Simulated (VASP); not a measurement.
# Be27Se26 (a cell with a defect) in VASP: single point with PBE

Aim: the single point of Be27Se26 (a cell with a defect) with PBE.

All numbers are computed with VASP 6.6.1; they aren't measurements. Logs are shortened: lines on timing, memory, paths and dates and some standing lists are left out, and cuts for length are marked.

### Step 1. The cell of the first run

The cell holds a defect, 53 atoms: a = 10.755 Å, b = 10.755 Å, c = 10.755 Å, α = 60.00°, β = 60.00°, γ = 60.00°.

### Step 2. Single point, PBE

INCAR

```
PREC     = Accurate       # precision mode
ENCUT    = 520            # plane-wave cutoff, eV
EDIFF    = 1E-6           # SCF threshold, eV
ISMEAR   = -1             # smearing method
SIGMA    = 0.01           # smearing width, eV
LREAL    = Auto         
LASPH    = T              # aspherical terms in the spheres
NELM     = 80             # most SCF steps
ALGO     = Normal         # electronic algorithm
ISIF     = 2              # what is computed and relaxed
LWAVE    = F              # write WAVECAR
LCHARG   = F              # write CHGCAR
GGA      = PE             # functional
NBANDS   = 137            # bands
NELECT   = 208.0
```

KPOINTS

```
regular mesh
0
Gamma
  2 2 2
```

POSCAR

```
Be27Se26
1.0
    0.0000000000      7.6050000000      7.6050000000
    7.6050000000      0.0000000000      7.6050000000
    7.6050000000      7.6050000000      0.0000000000
Be Se
27 26
Direct
   -0.0186791359     -0.0186791359     -0.0186791359
   -0.0186791359     -0.0186791359      0.3893707410
   -0.0005506748     -0.0005506748      0.6672173415
   -0.0186791359      0.3893707410     -0.0186791359
   -0.0041300609      0.3358088889      0.3358088889
   -0.0041300609      0.3358088889      0.6658456164
   -0.0005506748      0.6672173415     -0.0005506748
   -0.0041300609      0.6658456164      0.3358088889
   -0.0005506748      0.6672173415      0.6672173415
    0.3893707410     -0.0186791359     -0.0186791359
    0.3358088889     -0.0041300609      0.3358088889
    0.3358088889     -0.0041300609      0.6658456164
    0.3358088889      0.3358088889     -0.0041300609
    0.3333333333      0.3333333333      0.3333333333
    0.3358088889      0.3358088889      0.6658456164
    0.3358088889      0.6658456164     -0.0041300609
    0.3358088889      0.6658456164      0.3358088889
    0.3335986173      0.6665782387      0.6665782387
    0.6672173415     -0.0005506748     -0.0005506748
    0.6658456164     -0.0041300609      0.3358088889
    0.6672173415     -0.0005506748      0.6672173415
    0.6658456164      0.3358088889     -0.0041300609
    0.6658456164      0.3358088889      0.3358088889
    0.6665782387      0.3335986173      0.6665782387
    0.6672173415      0.6672173415     -0.0005506748
    0.6665782387      0.6665782387      0.3335986173
    0.6665782387      0.6665782387      0.6665782387
    0.0855345056      0.0855345056      0.4146903738
    0.0855345056      0.0855345056      0.7475739483
    0.0855345056      0.4146903738      0.0855345056
    0.0834481670      0.4166283888      0.4166283888
    0.0855345056      0.4146903738      0.7475739483
    0.0855345056      0.7475739483      0.0855345056
    0.0855345056      0.7475739483      0.4146903738
    0.0836686797      0.7498882179      0.7498882179
    0.4146903738      0.0855345056      0.0855345056
    0.4166283888      0.0834481670      0.4166283888
    0.4146903738      0.0855345056      0.7475739483
    0.4166283888      0.4166283888      0.0834481670
    0.4166283888      0.4166283888      0.4166283888
    0.4175524935      0.4175524935      0.7491141732
    0.4146903738      0.7475739483      0.0855345056
    0.4175524935      0.7491141732      0.4175524935
    0.4175524935      0.7491141732      0.7491141732
    0.7475739483      0.0855345056      0.0855345056
    0.7475739483      0.0855345056      0.4146903738
    0.7498882179      0.0836686797      0.7498882179
    0.7475739483      0.4146903738      0.0855345056
    0.7491141732      0.4175524935      0.4175524935
    0.7491141732      0.4175524935      0.7491141732
    0.7498882179      0.7498882179      0.0836686797
    0.7491141732      0.7491141732      0.4175524935
    0.7498882179      0.7498882179      0.7498882179
```

Potentials or basis: VASP PAW PBE potentials, release 64 (Be, Se).

Launch:

```console
$ cat potpaw_PBE.64/Be/POTCAR potpaw_PBE.64/Se/POTCAR > POTCAR
$ mpirun -np 1 vasp_std > vasp.out
```

OUTCAR:

```text
PREC = Accurate
   ENCUT = 520
   EDIFF = 1E-6
   ISMEAR = -1
   LREAL = Auto
   LASPH = T
   NELM = 80
   ISIF = 2
   GGA = PE
   NELECT = 208.0

 ion  position               nearest neighbor table
   1  0.981  0.981  0.981-  29 2.11  33 2.11  45 2.11
   2  0.981  0.981  0.389-  34 2.11  46 2.11  28 2.11
   3  0.999  0.999  0.667-  35 2.19  47 2.19  29 2.22  28 2.22
   4  0.981  0.389  0.981-  32 2.11  48 2.11  30 2.11
   5  0.996  0.336  0.336-  49 2.17  31 2.19  28 2.20  30 2.20
   6  0.996  0.336  0.666-  50 2.17  31 2.19  29 2.20  32 2.20
   7  0.999  0.667  0.999-  35 2.19  51 2.19  33 2.22  30 2.22
   8  0.996  0.666  0.336-  52 2.17  31 2.19  33 2.20  34 2.20
   9  0.999  0.667  0.667-  53 2.19  35 2.19  32 2.22  34 2.22
  10  0.389  0.981  0.981-  38 2.11  42 2.11  36 2.11
  11  0.336  0.996  0.336-  43 2.17  37 2.19  28 2.20  36 2.20
  12  0.336  0.996  0.666-  44 2.17  37 2.19  29 2.20  38 2.20
  13  0.336  0.336  0.996-  41 2.17  39 2.19  30 2.20  36 2.20
  14  0.333  0.333  0.333-  31 2.19  37 2.19  39 2.19  40 2.19
  15  0.336  0.336  0.666-  41 2.17  40 2.19  32 2.20  38 2.20
  16  0.336  0.666  0.996-  44 2.17  39 2.19  33 2.20  42 2.20
[... 35 lines left out ...]
  52  0.749  0.749  0.418-   8 2.17  20 2.17  26 2.19  27 2.19
  53  0.750  0.750  0.750-   9 2.19  21 2.19  25 2.19  27 2.19

  LATTYP: Found a face centered cubic cell.
 ALAT       =    15.2100000000

  Lattice vectors:

 A1 = (   0.0000000000,   7.6050000000,   7.6050000000)
 A2 = (   7.6050000000,   0.0000000000,   7.6050000000)
 A3 = (   7.6050000000,   7.6050000000,   0.0000000000)

Analysis of symmetry for initial positions (statically):
=====================================================================
 Subroutine PRICEL returns:
 Original cell was already a primitive cell.

 Routine SETGRP: Setting up the symmetry group for a
 face centered cubic supercell.

 Subroutine GETGRP returns: Found 24 space group operations
 (whereof  6 operations were pure point group operations)
 out of a pool of 48 trial point group operations.

The static configuration has the point symmetry C_3v.
 The point group associated with its full space group is T_d .

Analysis of symmetry for dynamics (positions and initial velocities):
=====================================================================
 Subroutine PRICEL returns:
 Original cell was already a primitive cell.

 Routine SETGRP: Setting up the symmetry group for a
 face centered cubic supercell.
[... 189 lines left out ...]
   NSW    =      0    number of steps for IOM
   IBRION =     -1    ionic relax: 0-MD 1-quasi-New 2-CG
   NFREE  =      0    steps in history (QN), initial steepest desc. (CG)
   ISIF   =      2    stress and relaxation
   ISYM   =      2    0-nonsym 1-usesym 2-fastsym
   POTIM  = 0.5000    time-step for ionic-motion
   TEBEG  =    0.0;   TEEND  =   0.0 temperature during run
   PSTRESS=    0.0 pullay stress
   NELECT =     208.0000    total number of electrons
   NUPDOWN=      -1.0000    fix difference up-down
   EMIN   =  10.00;   EMAX   =-10.00  energy-range for DOS
   EFERMI =   0.00;   METHOD = LEGACY
   ISMEAR =    -1;   SIGMA  =   0.01  broadening in eV -4-tet -1-fermi 0-gaus
   EFERMI_NEDOS =   21; number of points for ismear=-14 and -15
   IALGO  =     38    algorithm
   IMIX   =      4    mixing-type and parameters
     AMIX     =   0.40;   BMIX     =  1.00
     AMIX_MAG =   1.60;   BMIX_MAG =  1.00
  volume/ion in A,a.u.               =      16.60       112.01
  Fermi-wavevector in a.u.,A,eV,Ry     =   1.012325  1.913017 13.943283  1.024802
  Thomas-Fermi vector in A             =   2.145428
   LORBIT       =      0    0 simple, 1 ext, 2 COOP (PROOUT), +10 PAW based schemes
   GGA     = PE    functional components
   LHFCALC =     F    Hartree Fock is set to
   AEXX    =    0.0000 exact exchange contribution
   IVDW    =     0    specifies the selected vdW correction
   LEPSILON=     F    determine dielectric tensor
   LRPA    =     F    only Hartree local field effects (RPA)
 non-spin polarized calculation
  energy-cutoff  :      520.00
  volume of cell :      879.69
 maximum number of plane-waves:     23690
 NGX is ok and might be reduce to    80
   NGX = 39   NGY = 39   NGZ = 39

 number of electron     207.9999994 magnetization

 Free energy of the ion-electron system (eV)
  ---------------------------------------------------
  ext. energy  EPLUGINS =         0.00000000
  ---------------------------------------------------
  free energy    TOTEN  =      -239.88730175 eV

  energy without entropy =     -239.88730175  energy(sigma->0) =     -239.88730175

 E-fermi :   3.7231     XC(G=0):  -9.3913

 val. band max:        3.4523534870   @ k =   0.0000   0.0000   0.0000
 cond. band min:       5.3019951174   @ k =   0.0000   0.0000   0.0000
 fundamental gap:      1.8496416304
 Fermi energy:         3.7230772494

 k-point     1 :       0.0000    0.0000    0.0000
  band No.  band energies     occupation
      1     -10.4725      2.00000
      2      -9.6013      2.00000
      3      -9.6013      2.00000
      4      -9.6013      2.00000
      5      -9.5422      2.00000
      6      -9.5422      2.00000
[... 346 lines left out ...]
    115       8.2277      0.00000
    116       8.2757      0.00000
 [bands above 116 left out]

------------------------ aborting loop because EDIFF is reached ----------------------------------------

  FORCE on cell =-STRESS in cart. coord.  units (eV):
  Direction    XX          YY          ZZ          XY          YZ          ZX
  --------------------------------------------------------------------------------------
  -------------------------------------------------------------------------------------
  Total       17.2860124     17.2860124     17.2860124     -0.0000000      0.0000000      0.0000000
  in kB       31.4831191     31.4831191     31.4831191     -0.0000000      0.0000000      0.0000000
  external PRESSURE =      31.4831191 kB  Pullay stress =       0.0000000 kB

 VOLUME and BASIS-vectors are now :
 -----------------------------------------------------------------------------
  energy-cutoff  :      520.00
  volume of cell :      879.69
      direct lattice vectors                 reciprocal lattice vectors
     0.000000000  7.605000000  7.605000000    -0.065746220  0.065746220  0.065746220
     7.605000000  0.000000000  7.605000000     0.065746220 -0.065746220  0.065746220
     7.605000000  7.605000000  0.000000000     0.065746220  0.065746220 -0.065746220

 POSITION                                       TOTAL-FORCE (eV/Angst)
 -----------------------------------------------------------------------------------
     14.92589     14.92589     14.92589         0.005068      0.005068      0.005068
     10.42411     10.42411     14.92589        -0.005068     -0.005068      0.005068
     12.67500     12.67500     15.20162         0.000000      0.000000      0.001260
     10.42411     14.92589     10.42411        -0.005068      0.005068     -0.005068
      5.10765     10.12742     10.12742        -0.000104      0.000103      0.000103
      7.61758     12.63735     10.12742        -0.000103      0.000104      0.000103
[... 45 lines left out ...]
      8.87250      8.87250     11.39403         0.000000      0.000000      0.002355
     11.40580     11.40580     11.40580         0.001873      0.001873      0.001873
 -----------------------------------------------------------------------------------
    total drift:                               -0.000001     -0.000001     -0.000001

  FREE ENERGIE OF THE ION-ELECTRON SYSTEM (eV)
  ---------------------------------------------------
  free  energy   TOTEN  =      -239.8873017469 eV

  energy  without entropy=     -239.8873017469  energy(sigma->0) =     -239.88730175
```

Wall time 16 min (1 thread of Intel Xeon Platinum 8375C at 2.90GHz (Ice Lake), shared host); peak memory 1.1 GiB.

Results:

```
Free energy   : -239.8873 eV
Largest force : 0.009 eV/Å
```

Forces on the atoms (eV/Å):
```
Be   0.005  0.005  0.005
Be  -0.005 -0.005  0.005
Be   0.000  0.000  0.001
Be  -0.005  0.005 -0.005
Be   0.000  0.000  0.000
Be   0.000  0.000  0.000
Be   0.000  0.001  0.000
Be   0.000  0.000  0.000
Be  -0.001  0.000  0.000
Be   0.005 -0.005 -0.005
Be   0.000  0.000  0.000
Be   0.000  0.000  0.000
Be   0.000  0.000  0.000
Be   0.000  0.000  0.000
Be   0.000  0.000  0.000
Be   0.000  0.000  0.000
Be   0.000  0.000  0.000
Be   0.001 -0.001 -0.001
Be   0.001  0.000  0.000
Be   0.000  0.000  0.000
Be   0.000 -0.001  0.000
Be   0.000  0.000  0.000
Be   0.000  0.000  0.000
Be  -0.001  0.001 -0.001
Be   0.000  0.000 -0.001
Be  -0.001 -0.001  0.001
Be   0.001  0.001  0.001
Se   0.005  0.005  0.002
Se  -0.005 -0.005  0.002
Se   0.005  0.002  0.005
Se   0.002 -0.002 -0.002
Se  -0.002 -0.005  0.005
Se  -0.005  0.002 -0.005
Se  -0.002  0.005 -0.005
Se   0.002 -0.002 -0.002
Se   0.002  0.005  0.005
Se  -0.002  0.002 -0.002
Se  -0.005 -0.002  0.005
Se  -0.002 -0.002  0.002
Se   0.002  0.002  0.002
Se   0.000  0.000 -0.002
Se  -0.005  0.005 -0.002
Se   0.000 -0.002  0.000
Se   0.002  0.000  0.000
Se   0.002 -0.005 -0.005
Se   0.005 -0.002 -0.005
Se  -0.002  0.002 -0.002
Se   0.005 -0.005 -0.002
Se  -0.002  0.000  0.000
Se   0.000  0.002  0.000
Se  -0.002 -0.002  0.002
Se   0.000  0.000  0.002
Se   0.002  0.002  0.002
```

Caveat: the cell carries a net charge on a neutralising background, which shifts energy and pressure; the cell is charged against a uniform background, so pressure and absolute levels hang on convention.
